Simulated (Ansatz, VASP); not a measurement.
This is a calculation of Mg for Ansatz 0.2.0.

File input.yaml:

```yaml
crystal:
  lattice:
    - [0.0, 2.213924498, 2.213924498]
    - [2.213924498, 0.0, 2.213924498]
    - [2.213924498, 2.213924498, 0.0]
  atoms:
    - { symbol: Mg, position: [0.0, 0.0, 0.0] }
kpoints:
  mp_grid: { grid: [10, 10, 10] }
scf:
  occupations: { method: gaussian, width: 0.15 }
hamiltonian:
  xc: rpbe
  dispersion: d3bj
  pseudopotentials: { kind: all_electron, lapw: { basis_error: 0.002 } }
output:
  forces: true
  stress: true
  eigenvalues: true
```

Potentials or basis: all-electron LAPW, scalar-relativistic.

Run with:

```console
$ ansatz run input.yaml --threads 1 --pin off --max-ram 2560MiB --backend cpu --events-out ev --progress --plain --runs-dir out
```

**Question.** Translate it to VASP 6.6.1. Potentials there: VASP PAW PBE potentials, release 64 (Mg).

**Answer.** As run (the cutoff follows the program's own potentials):

Contents of INCAR:

```
PREC     = Accurate       # precision mode
ENCUT    = 520            # plane-wave cutoff, eV
EDIFF    = 1E-6           # SCF threshold, eV
ISMEAR   = 0              # smearing method
SIGMA    = 0.15           # smearing width, eV
LREAL    = False          # projectors in reciprocal space
LASPH    = True           # aspherical terms in the spheres
NELM     = 100            # most SCF steps
ALGO     = Normal         # electronic algorithm
ISIF     = 2              # what is computed and relaxed
LWAVE    = False          # write WAVECAR
LCHARG   = True           # write CHGCAR
GGA      = RP             # functional
IVDW     = 12             # dispersion correction
LELF     = True           # ELF
LVHAR    = True         
NBANDS   = 7              # bands
```

Contents of KPOINTS:

```
Automatic mesh
0
Gamma
  10 10 10
```

POSCAR

```
Mg
1.0
    0.0000000000      2.2139244980      2.2139244980
    2.2139244980      0.0000000000      2.2139244980
    2.2139244980      2.2139244980      0.0000000000
Mg
1
Direct
    0.0000000000      0.0000000000      0.0000000000
```

Potentials or basis: VASP PAW PBE potentials, release 64 (Mg).

Launch:

```bash
$ cat potpaw_PBE.64/Mg/POTCAR > POTCAR
$ mpirun -np 1 vasp_std > vasp.out
```

Both were run:

|  | VASP | Ansatz | Ansatz less VASP |
| --- | --- | --- | --- |
| gap on the k mesh at the Fermi level (eV) | none | none | - |
| pressure (GPa) | -11.8 | -11.7 | +0.14 |

VASP's potentials were made for PBE, not for RPBE. A gap of «none» marks a metal or a gap that the smearing closes. Ansatz ran all-electron here, and VASP with PAW potentials.
